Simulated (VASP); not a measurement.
Here is a VASP 6.6.1 calculation.

File INCAR:

```
SYSTEM = Ag
PREC = Accurate
ENCUT = 520
EDIFF = 1E-7
ISMEAR = -1
SIGMA = 0.05
LREAL = .FALSE.
LASPH = .TRUE.
NELM = 60
ALGO = Normal
ISIF = 2
LWAVE = .FALSE.
LCHARG = .FALSE.
GGA = PS
NBANDS = 18
```

The input KPOINTS:

```
regular mesh
0
G
  9 9 9
  0 0 0
```

Contents of POSCAR:

```
Ag
1.0
    0.0000000000      2.8140871700      2.8140871700
    2.8140871700      0.0000000000      2.8140871700
    2.8140871700      2.8140871700      0.0000000000
Ag
2
Direct
   -0.0875000000     -0.1375000000     -0.1375000000
    0.0875000000      0.1375000000      0.1375000000
```

Potentials or basis: VASP PAW PBE potentials, release 64 (Ag).

The run is started by

```sh
$ cat potpaw_PBE.64/Ag/POTCAR > POTCAR
$ mpirun -np 1 vasp_std > vasp.out
```

(1) Estimate the band gap on the k mesh.

(2) Predict the pressure.

(3) Predict the largest force.

Answers

(1) zero (band 11 reaches 5.56 eV, above the bottom of band 12 at 4.58 eV).

(2) 17.9 GPa.

(3) 1.611 eV/Å.

Caveat: the cell differs from its parent crystal (shortest bond scaled by 1.1); the PAW data sets were made with another functional, which shifts forces and pressure a little.
